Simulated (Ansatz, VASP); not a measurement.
## AlN: VASP beside Ansatz

```xyz
8
Lattice="-3.1137 0.0000 0.0000 0.0000 5.3931 0.0000 1.5568 -2.6965 -4.9834" Properties=species:S:1:pos:R:3 pbc="T T T"
Al   -1.5568   -0.8869   -4.9744
Al    0.0000    1.7858   -4.9774
Al    0.0000    3.5944   -2.4783
Al   -1.5568    0.8998   -2.4901
N    -1.5568   -0.9018   -3.1308
N     0.0000    1.8006   -3.0138
N     0.0000    3.4829   -0.5806
N    -1.5568    1.0113   -0.5806
```

Change from the starting cell: mode 23 (716.9 1/cm) frozen in, largest displacement +0.113 Å.

Alike in both runs: task single point; functional PBEsol; k mesh 8 × 8 × 8; occupations gaussian, width 0.05 eV; no spin polarisation.

|  | VASP | Ansatz |
| --- | --- | --- |
| version | VASP 6.6.1 | Ansatz 0.2.0 |
| potentials or method | VASP PAW PBE potentials, release 64 (Al, N), cutoff 600 eV | scalar-relativistic, plane waves, PAW |
| valence electrons in the cell | 32 | 32 |

```csv
,VASP,Ansatz,Ansatz less VASP
gap on the k mesh at the Fermi level (eV),4.00,3.98,-0.015
least direct gap on the mesh (eV),4.00,3.98,-0.015
pressure (GPa),1.3,1.5,+0.13
"traceless stress, the component that is largest in VASP (GPa)",-0.93,-0.92,+0.015
rms of the force components (eV/Å),1.032,1.025,-0.0073
```

VASP's potentials were made for PBE, not for PBEsol. Atom by atom the forces differ by 0.008 eV/Å (rms over components).
